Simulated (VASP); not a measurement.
# BN in VASP: further runs

The runs below take BN through single point, with PBE+D3(BJ).

Everything below comes from runs of VASP 6.6.1. Logs are shortened: lines on timing, memory, paths and dates and some standing lists are left out, and cuts for length are marked.

## 1. The cell of the first run

The typed cell holds 6 atoms: a = 2.506 Å, b = 2.506 Å, c = 9.887 Å, α = 90.57°, β = 88.85°, γ = 120.00°.

## 2. Single point, PBE+D3(BJ)

Contents of INCAR:

```
PREC = Accurate ; ENCUT = 520
EDIFF = 1E-6 ; ISMEAR = 0
SIGMA = 0.02 ; LREAL = F
LASPH = T ; NELM = 100
ALGO = Normal ; ISIF = 2
LWAVE = F ; LCHARG = T
GGA = PE ; IVDW = 12
LELF = T ; LVHAR = T
NBANDS = 21
```

Contents of KPOINTS:

```
Automatic mesh
0
Gamma
  12 12 4
```

Contents of POSCAR:

```
BN
1.0
    2.5061138137      0.0000000000      0.0000000000
   -1.2530569069      2.1703582275      0.0000000000
    0.1976930256      0.0000000000      9.8846512810
B N
3 3
Direct
    0.0000000000      0.0000000000      0.0003024559
    0.6666666667      0.3333333333      0.3336357892
    0.3333333333      0.6666666667      0.6669691226
    0.6666666667      0.3333333333      0.0005978774
    0.3333333333      0.6666666667      0.3339312108
    0.0000000000      0.0000000000      0.6672645441
```

Potentials or basis: VASP PAW PBE potentials, release 64 (B, N).

On the command line:

```bash
$ cat potpaw_PBE.64/B/POTCAR potpaw_PBE.64/N/POTCAR > POTCAR
$ mpirun -np 1 vasp_std > vasp.out
```

OUTCAR:

```text
PREC = Accurate
   ENCUT = 520
   EDIFF = 1E-6
   ISMEAR = 0
   LREAL = F
   LASPH = T
   NELM = 100
   ISIF = 2
   GGA = PE
   IVDW = 12
 IVDW          = 12

 ion  position               nearest neighbor table
   1  0.000  0.000  0.000-   4 1.45   4 1.45   4 1.45
   2  0.667  0.333  0.334-   5 1.45   5 1.45   5 1.45
   3  0.333  0.667  0.667-   6 1.45   6 1.45   6 1.45
   4  0.667  0.333  0.001-   1 1.45   1 1.45   1 1.45
   5  0.333  0.667  0.334-   2 1.45   2 1.45   2 1.45
   6  0.000  0.000  0.667-   3 1.45   3 1.45   3 1.45

  LATTYP: Found a base centered monoclinic cell.
 ALAT       =     2.5061138137
 B/A-ratio  =     1.7320508076
 C/A-ratio  =     3.9450035986
 COS(beta)  =    -0.0199960012

  Lattice vectors:

 A1 = (  -1.2530569069,   2.1703582275,   0.0000000000)
 A2 = (  -1.2530569068,  -2.1703582275,   0.0000000000)
 A3 = (   0.1976930256,   0.0000000000,   9.8846512810)

Analysis of symmetry for initial positions (statically):
=====================================================================
 Subroutine PRICEL returns following result:

  LATTYP: Found a triclinic cell.
 ALAT       =     2.5061138137
 B/A-ratio  =     3.1513628250
 C/A-ratio  =     1.0000000000
 COS(alpha) =     0.0041719675
 COS(beta)  =     0.5000000002
 COS(gamma) =     0.7891356072

  Lattice vectors:

 A1 = (   1.2530569064,   2.1703582277,   0.0000000010)
 A2 = (   6.1993868578,   3.6172637132,  -3.2948837570)
 A3 = (  -1.2530569069,   2.1703582275,   0.0000000000)

   3 primitive cells build up your supercell.

 Routine SETGRP: Setting up the symmetry group for a
 base centered monoclinic supercell.

 Subroutine GETGRP returns: Found  1 space group operations
 (whereof  1 operations were pure point group operations)
 out of a pool of  4 trial point group operations.

The static configuration has the point symmetry C_1 .

Analysis of symmetry for dynamics (positions and initial velocities):
=====================================================================
 Subroutine PRICEL returns following result:

  LATTYP: Found a triclinic cell.
 ALAT       =     2.5061138137
 B/A-ratio  =     3.1513628250
 C/A-ratio  =     1.0000000000
 COS(alpha) =     0.0041719675
 COS(beta)  =     0.5000000002
 COS(gamma) =     0.7891356072

  Lattice vectors:

 A1 = (   1.2530569064,   2.1703582277,   0.0000000010)
 A2 = (   6.1993868578,   3.6172637132,  -3.2948837570)
 A3 = (  -1.2530569069,   2.1703582275,   0.0000000000)

   3 primitive cells build up your supercell.

 Routine SETGRP: Setting up the symmetry group for a
 base centered monoclinic supercell.

 Subroutine GETGRP returns: Found  1 space group operations
 (whereof  1 operations were pure point group operations)
 out of a pool of  4 trial point group operations.

The dynamic configuration has the point symmetry C_1 .

 Subroutine INISYM returns: Found  1 space group operations
 (whereof  1 operations are pure point group operations),
 and found     3 'primitive' translations

----------------------------------------------------------------------------------------

                                     Primitive cell

  volume of cell :      17.9214

  direct lattice vectors                    reciprocal lattice vectors
     1.253056906  2.170358228  0.000000001     0.399024176  0.230376715  1.003688994
     6.199386858  3.617263713 -3.294883757     0.000000000  0.000000000 -0.303500843
    -1.253056907  2.170358227  0.000000000    -0.399024176  0.230376716 -0.497854255

  length of vectors
     2.506113814  7.897673908  2.506113814     1.104393644  0.303500843  0.678345475

  position of ions in fractional coordinates (direct lattice)
     0.003024559  0.999092632  0.998487721
     0.672645441  0.998206368  0.663677279

  ion indices of the primitive-cell ions
   primitive index   ion index
                 1           1
                 2           6

----------------------------------------------------------------------------------------

 KPOINTS: Automatic mesh

Automatic generation of k-mesh.
 Grid dimensions read from file:
 generate k-points for:   12   12    4

 Generating k-lattice:

  Cartesian coordinates                     Fractional coordinates (reciprocal lattice)
     0.033252015  0.019198060 -0.000665040     0.083333333  0.000000000  0.000000000
     0.000000000  0.038396119  0.000000000     0.000000000  0.083333333  0.000000000
     0.000000000  0.000000000  0.025291737     0.000000000  0.000000000  0.250000000

  Length of vectors
     0.038401878  0.038396119  0.025291737

  Shift w.r.t. Gamma in fractional coordinates (k-lattice)
     0.000000000  0.000000000  0.000000000

 Subroutine IBZKPT returns following result:
 ===========================================

 Found    292 irreducible k-points:

 Following reciprocal coordinates:
            Coordinates               Weight
  0.000000  0.000000  0.000000      1.000000
  0.083333  0.000000  0.000000      2.000000
 -0.083333  0.083333  0.000000      2.000000
  0.166667  0.000000 -0.000000      2.000000
 -0.166667  0.166667  0.000000      2.000000
  0.250000  0.000000  0.000000      2.000000
[... 16 lines left out ...]
  0.416667  0.083333  0.000000      2.000000
 -0.416667  0.500000 -0.000000      2.000000
 [... further k-points ...]
   k-points           NKPTS =    292   k-points in BZ     NKDIM =    292   number of bands    NBANDS=     21
   number of dos      NEDOS =    301   number of ions     NIONS =      6
   total plane-waves  NPLWV =  32000
   dimension x,y,z NGX =    20 NGY =   20 NGZ =   80
   dimension x,y,z NGXF=    40 NGYF=   40 NGZF=  160
   ions per type =               3   3
   NGX,Y,Z   is equivalent  to a cutoff of  13.27, 13.27, 13.45 a.u.
   NGXF,Y,Z  is equivalent  to a cutoff of  26.53, 26.53, 26.90 a.u.
 SYSTEM =  unknown system
   PREC   = accura    normal or accurate (medium, high low for compatibility)
   ISTART =      0    job   : 0-new  1-cont  2-samecut
   ICHARG =      2    charge: 1-file 2-atom 10-const
   ISPIN  =      1    spin polarized calculation?
   LNONCOLLINEAR =      F non collinear calculations
   LSORBIT =      F    spin-orbit coupling
   LASPH  =      T    aspherical Exc in radial PAW
   ENCUT  =  520.0 eV  38.22 Ry    6.18 a.u.   4.66  4.66 18.38*2*pi/ulx,y,z
   NELM   =    100;   NELMIN=  2; NELMDL= -5     # of ELM steps
   EDIFF  = 0.1E-05   stopping-criterion for ELM
   LREAL  =      F    real-space projection
   EDIFFG = 0.1E-04   stopping-criterion for IOM
   NSW    =      0    number of steps for IOM
   IBRION =     -1    ionic relax: 0-MD 1-quasi-New 2-CG
   NFREE  =      0    steps in history (QN), initial steepest desc. (CG)
   ISIF   =      2    stress and relaxation
   ISYM   =      2    0-nonsym 1-usesym 2-fastsym
   POTIM  = 0.5000    time-step for ionic-motion
   TEBEG  =    0.0;   TEEND  =   0.0 temperature during run
   PSTRESS=    0.0 pullay stress
   NELECT =      24.0000    total number of electrons
   NUPDOWN=      -1.0000    fix difference up-down
   EMIN   =  10.00;   EMAX   =-10.00  energy-range for DOS
   EFERMI =   0.00;   METHOD = LEGACY
   ISMEAR =     0;   SIGMA  =   0.02  broadening in eV -4-tet -1-fermi 0-gaus
   EFERMI_NEDOS =   21; number of points for ismear=-14 and -15
   IALGO  =     38    algorithm
   IMIX   =      4    mixing-type and parameters
     AMIX     =   0.40;   BMIX     =  1.00
     AMIX_MAG =   1.60;   BMIX_MAG =  1.00
  volume/ion in A,a.u.               =       8.96        60.47
  Fermi-wavevector in a.u.,A,eV,Ry     =   1.251163  2.364356 21.298697  1.565410
  Thomas-Fermi vector in A             =   2.385124
   LORBIT       =      0    0 simple, 1 ext, 2 COOP (PROOUT), +10 PAW based schemes
   GGA     = PE    functional components
   LHFCALC =     F    Hartree Fock is set to
   AEXX    =    0.0000 exact exchange contribution
   IVDW    =    12    specifies the selected vdW correction
   LEPSILON=     F    determine dielectric tensor
   LRPA    =     F    only Hartree local field effects (RPA)
 non-spin polarized calculation
 Gauss-broadening in eV      SIGMA  =   0.02
  energy-cutoff  :      520.00
  volume of cell :       53.76
 maximum number of plane-waves:      1468
   NGX =  9   NGY =  9   NGZ = 37

 number of electron      24.0000000 magnetization

 Free energy of the ion-electron system (eV)
  ---------------------------------------------------
  ext. energy  EPLUGINS =         0.00000000
  ---------------------------------------------------
  free energy    TOTEN  =       -52.72470779 eV

  energy without entropy =      -52.72470779  energy(sigma->0) =      -52.72470779

 E-fermi :   2.4766     XC(G=0): -10.1249

 val. band max:        2.3222145898   @ k =   0.3333   0.3333  -0.0000
 cond. band min:       6.4524308848   @ k =   0.5000   0.0000   0.0000
 fundamental gap:      4.1302162949
 Fermi energy:         2.4765774633

 k-point     1 :       0.0000    0.0000    0.0000
  band No.  band energies     occupation
      1     -15.4724      2.00000
      2     -15.2439      2.00000
      3     -15.2439      2.00000
      4      -3.4452      2.00000
      5      -3.4452      2.00000
      6      -1.7188      2.00000
[... 13 lines left out ...]
     20      13.9435      0.00000
     21      13.9594      0.00000

 k-point     2 :       0.0833    0.0000    0.0000
  band No.  band energies     occupation
      1     -15.3365      2.00000
      2     -15.1134      2.00000
      3     -15.1097      2.00000
      4      -3.2743      2.00000
      5      -3.2512      2.00000
      6      -1.5532      2.00000
[... 13 lines left out ...]
     20      14.4776      0.00000
     21      14.5490      0.00000

 k-point     3 :      -0.0833    0.0833    0.0000
  band No.  band energies     occupation
      1     -15.3364      2.00000
      2     -15.1135      2.00000
      3     -15.1097      2.00000
      4      -3.2741      2.00000
      5      -3.2513      2.00000
      6      -1.5533      2.00000
[... 13 lines left out ...]
     20      14.4837      0.00000
     21      14.5354      0.00000

 k-point     4 :       0.1667    0.0000   -0.0000
  band No.  band energies     occupation
      1     -14.9360      2.00000
      2     -14.7257      2.00000
      3     -14.7182      2.00000
      4      -2.7483      2.00000
      5      -2.7029      2.00000
      6      -1.0695      2.00000
[... 13 lines left out ...]
     20      15.0739      0.00000
     21      15.1711      0.00000

 k-point     5 :      -0.1667    0.1667    0.0000
  band No.  band energies     occupation
      1     -14.9359      2.00000
      2     -14.7255      2.00000
      3     -14.7185      2.00000
      4      -2.7470      2.00000
      5      -2.7041      2.00000
      6      -1.0704      2.00000
[... 13 lines left out ...]
     20      14.9908      0.00000
     21      15.1883      0.00000
[... 382 lines left out ...]
     20      16.0808      0.00000
     21      16.1380      0.00000

 k-point    22 :      -0.3333    0.4167    0.0000
  band No.  band energies     occupation
      1     -12.9835      2.00000
      2     -12.8465      2.00000
      3     -12.8459      2.00000
      4      -5.3209      2.00000
      5      -5.2626      2.00000
      6      -5.2236      2.00000
[... 13 lines left out ...]
     20      15.8968      0.00000
     21      16.2875      0.00000

 k-point    23 :       0.4167    0.0833    0.0000
  band No.  band energies     occupation
      1     -12.3189      2.00000
      2     -12.2656      2.00000
      3     -12.2207      2.00000
      4      -6.3639      2.00000
      5      -6.3395      2.00000
      6      -6.2348      2.00000
[... 13 lines left out ...]
     20      16.2477      0.00000
     21      16.5350      0.00000

 k-point    24 :      -0.4167    0.5000   -0.0000
  band No.  band energies     occupation
      1     -12.3149      2.00000
      2     -12.2588      2.00000
      3     -12.2331      2.00000
      4      -6.3557      2.00000
      5      -6.3253      2.00000
      6      -6.2556      2.00000
[... 13 lines left out ...]
     20      16.3013      0.00000
     21      16.3950      0.00000

 [... further k-points ...]

------------------------ aborting loop because EDIFF is reached ----------------------------------------

 Edisp (eV)   -0.85374

 E8    (eV) :    -0.2504

  FORCE on cell =-STRESS in cart. coord.  units (eV):
  Direction    XX          YY          ZZ          XY          YZ          ZX
  --------------------------------------------------------------------------------------
  -------------------------------------------------------------------------------------
  Total       0.05893     0.06003    -0.04106    -0.02161     0.00284    -0.03472
  in kB       1.75616     1.78904    -1.22363    -0.64404     0.08463    -1.03474
  external pressure =        0.77 kB  Pullay stress =        0.00 kB

 VOLUME and BASIS-vectors are now :
 -----------------------------------------------------------------------------
  energy-cutoff  :      520.00
  volume of cell :       53.76
      direct lattice vectors                 reciprocal lattice vectors
     2.506113814  0.000000000  0.000000000     0.399024176  0.230376716 -0.007980484
    -1.253056907  2.170358227  0.000000000     0.000000000  0.460753431  0.000000000
     0.197693026  0.000000000  9.884651281     0.000000000  0.000000000  0.101166948

 POSITION                                       TOTAL-FORCE (eV/Angst)
 -----------------------------------------------------------------------------------
      0.00006      0.00000      0.00299         0.000172     -0.000057      0.000189
      1.31901      0.72345      3.29787         0.000172     -0.000057      0.000189
      0.13186      1.44691      6.59276         0.000172     -0.000057      0.000189
      1.25318      0.72345      0.00591        -0.000172      0.000057     -0.000189
      0.06602      1.44691      3.30079        -0.000172      0.000057     -0.000189
      0.13191      0.00000      6.59568        -0.000172      0.000057     -0.000189
 -----------------------------------------------------------------------------------
    total drift:                                0.000103     -0.000040      0.000133

  FREE ENERGIE OF THE ION-ELECTRON SYSTEM (eV)
  ---------------------------------------------------
  free  energy   TOTEN  =       -53.5784526895 eV

  energy  without entropy=      -53.5784526895  energy(sigma->0) =      -53.57845269
```

Run time: 4.8 min. Hardware: 1 thread of Intel Xeon 6975P-C, shared host; peak memory 0.37 GiB.

Results:

```yaml
Free_energy: -53.5785 eV
Pressure: 0.1 GPa
Band_gap_on_the_k_mesh: 4.13 eV
Dispersion_energy_per_atom: -0.142 eV
```

## 3. Single point, PBE+D3(BJ) (shear of c along a, cell held: +4.0 %, then relaxed in part)

Contents of INCAR:

```
PREC = Accurate
ENCUT = 520
EDIFF = 1E-6
ISMEAR = 0
SIGMA = 0.02
LREAL = F
LASPH = T
NELM = 80
ALGO = Normal
ISIF = 2
LWAVE = F
LCHARG = F
GGA = PE
IVDW = 12
NBANDS = 21
```

Contents of KPOINTS:

```
regular mesh
0
Gamma
  12 12 4
```

POSCAR: that of step 2 with these lines changed.

```diff
@@ -4,3 +4,3 @@
    -1.2530569069      2.1703582275      0.0000000000
-    0.1976930256      0.0000000000      9.8846512810
+    0.3953860512      0.0000000000      9.8846512810
 B N
```

Potentials or basis: VASP PAW PBE potentials, release 64 (B, N).

On the command line:

```bash
$ cat potpaw_PBE.64/B/POTCAR potpaw_PBE.64/N/POTCAR > POTCAR
$ mpirun -np 1 vasp_std > vasp.out
```

Wall time 4.7 min (1 thread of Intel Xeon 6975P-C, shared host); peak memory 0.37 GiB.

The run converged. Its results:

| Item | Value |
| --- | --- |
| Free energy | -53.5774 eV |
| Pressure | 0.1 GPa |
| Band gap on the k mesh | 4.03 eV |
| Dispersion energy per atom | -0.142 eV |

Stress tensor (GPa, compression positive):
```
 0.16 -0.13 -0.20
-0.13  0.18  0.03
-0.20  0.03 -0.09
```

Levels at points of the mesh, in eV from the valence-band top:
| k point | band 10 | band 11 | band 12 | band 13 | band 14 | band 15 |
| --- | --- | --- | --- | --- | --- | --- |
| (0.00, 0.00, 0.00) | -1.35 | -1.34 | -1.34 | 5.26 | 8.89 | 8.89 |
| (0.50, 0.00, 0.00) | -1.34 | -0.77 | -0.77 | 4.03 | 5.22 | 5.22 |
| (0.50, 0.50, 0.00) | -1.16 | -0.88 | -0.88 | 4.33 | 5.07 | 5.07 |
| (0.00, 0.50, 0.00) | -1.26 | -0.82 | -0.82 | 4.17 | 5.15 | 5.15 |
| (0.00, 0.00, 0.50) | -1.34 | -1.34 | -1.34 | 6.46 | 6.46 | 10.31 |
| (0.50, 0.00, 0.50) | -1.18 | -1.18 | -0.51 | 4.46 | 4.46 | 5.47 |
| (0.50, 0.50, 0.50) | -1.10 | -1.10 | -0.71 | 4.68 | 4.68 | 5.05 |
| (0.00, 0.50, 0.50) | -1.15 | -1.15 | -0.60 | 4.56 | 4.56 | 5.27 |

Caveat: the cell differs from its parent crystal (shear of c along a, cell held: +4.0 %, then relaxed in part). A k mesh can miss the band edges.

## 4. Single point, PBE+D3(BJ)

This run uses another cell than the first one: it holds 2 atoms, not 6.

Contents of INCAR:

```
ALGO = Normal ; EDIFF = 1E-6
ENCUT = 600 ; GGA = PE
GGA_COMPAT = False ; ISIF = 2
ISMEAR = 0 ; IVDW = 12
LASPH = True ; LCHARG = False
LREAL = False ; LWAVE = False
NBANDS = 11 ; NELM = 120
PREC = Accurate ; SIGMA = 0.01
```

Contents of KPOINTS:

```
k-points
0
Gamma
  12 12 12
```

Contents of POSCAR:

```
BN
1.0
    1.2299988118      0.7101401451      2.5186847980
   -1.2299988118      0.7101401451      2.5186847980
    0.0000000000     -1.4202802902      2.5186847980
B N
1 1
Direct
    1.0035790210      1.0035790210      1.0035790210
    0.3288539790      0.3288539790      0.3288539790
```

On the command line:

```bash
$ cat potpaw_PBE.64/B/POTCAR potpaw_PBE.64/N/POTCAR > POTCAR
$ mpirun -np 1 vasp_std > vasp.out
```

It took 21 s on 1 thread of AMD EPYC 9R14 (Zen 4), shared host; peak memory 0.14 GiB.

The run converged. Its results:

```yaml
Free_energy: -17.5593 eV
Pressure: 29.9 GPa
Band_gap_on_the_k_mesh: 3.39 eV, indirect (least direct gap 5.06 eV)
Dispersion_energy_per_atom: -0.199 eV
```

Stress tensor (GPa, compression positive):
```
30.05  0.00  0.00
 0.00 30.05  0.00
 0.00  0.00 29.74
```

Levels at points of the mesh, in eV from the valence-band top:
```
           k point  band 1  band 2  band 3  band 4  band 5  band 6  band 7  band 8  band 9
(0.00, 0.00, 0.00)  -19.39   -2.21   -1.61   -1.61    7.73   11.65   11.65   13.10   17.62
(0.50, 0.00, 0.00)  -15.56  -10.14   -4.40   -0.19    5.35   11.05   14.89   18.98   19.87
(0.50, 0.50, 0.00)  -15.02   -9.35   -4.97   -2.61    3.39    9.29   17.12   21.96   22.03
(0.50, 0.50, 0.50)  -17.66   -8.71   -1.84   -1.84   11.25   11.25   12.71   13.49   23.88
```

## 5. Single point, PBE+D3(BJ)

This run uses another cell than the first one: it holds 2 atoms, not 6.

Contents of INCAR:

```
SYSTEM = BN
  ALGO = Normal
  EDIFF = 1E-6
  ENCUT = 600
  GGA = PE
  GGA_COMPAT = .False.
  ISIF = 2
  ISMEAR = 0
  IVDW = 12
  LASPH = .True.
  LCHARG = .False.
  LREAL = .False.
  LWAVE = .False.
  NBANDS = 11
  NELM = 120
  PREC = Accurate
  SIGMA = 0.01
```

Contents of KPOINTS:

```
k-points
0
Gamma
  12 12 12
  0 0 0
```

POSCAR is that of step 4.

On the command line:

```bash
$ cat potpaw_PBE.64/B/POTCAR potpaw_PBE.64/N/POTCAR > POTCAR
$ mpirun -np 1 vasp_std > vasp.out
```

Wall time 21 s (1 thread of AMD EPYC 9R14 (Zen 4), shared host); peak memory 0.14 GiB.

The run converged. Its results:

```
Free energy                : -17.5593 eV
Pressure                   : 29.9 GPa
Band gap on the k mesh     : 3.39 eV, indirect (least direct gap 5.06 eV)
Dispersion energy per atom : -0.199 eV
```

Stress tensor (GPa, compression positive):
```
30.05  0.00  0.00
 0.00 30.05  0.00
 0.00  0.00 29.74
```

Levels at points of the mesh, in eV from the valence-band top:
```
           k point  band 1  band 2  band 3  band 4  band 5  band 6  band 7  band 8
(0.00, 0.00, 0.00)  -19.39   -2.21   -1.61   -1.61    7.73   11.65   11.65   13.10
(0.50, 0.00, 0.00)  -15.56  -10.14   -4.40   -0.19    5.35   11.05   14.89   18.98
(0.50, 0.50, 0.00)  -15.02   -9.35   -4.97   -2.61    3.39    9.29   17.12   21.96
(0.50, 0.50, 0.50)  -17.66   -8.71   -1.84   -1.84   11.25   11.25   12.71   13.49
```

A k mesh can miss the band edges.

## 6. Summary

```tsv
cell	k mesh	cutoff (eV)	smearing	gap on the mesh (eV)	pressure (GPa)
a = 2.506, b = 2.506, c = 9.887 Å, angles 90.6, 88.9, 120.0°, 6 atoms	12 × 12 × 4	520	gaussian 0.02 eV	4.13	0.1
a = 2.506, b = 2.506, c = 9.893 Å, angles 91.1, 87.7, 120.0°, 6 atoms	12 × 12 × 4	520	gaussian 0.02 eV	4.03	0.1
a = 2.892 Å, angles 50.3°, 2 atoms	12 × 12 × 12	600	gaussian 0.01 eV	3.39	29.9
```

Alike in all rows: task single point; level PBE+D3(BJ); potentials or basis VASP PAW PBE potentials, release 64 (B, N); no spin polarisation.

Total energies depend on the potentials used, so only differences within one code and one set of settings carry meaning.
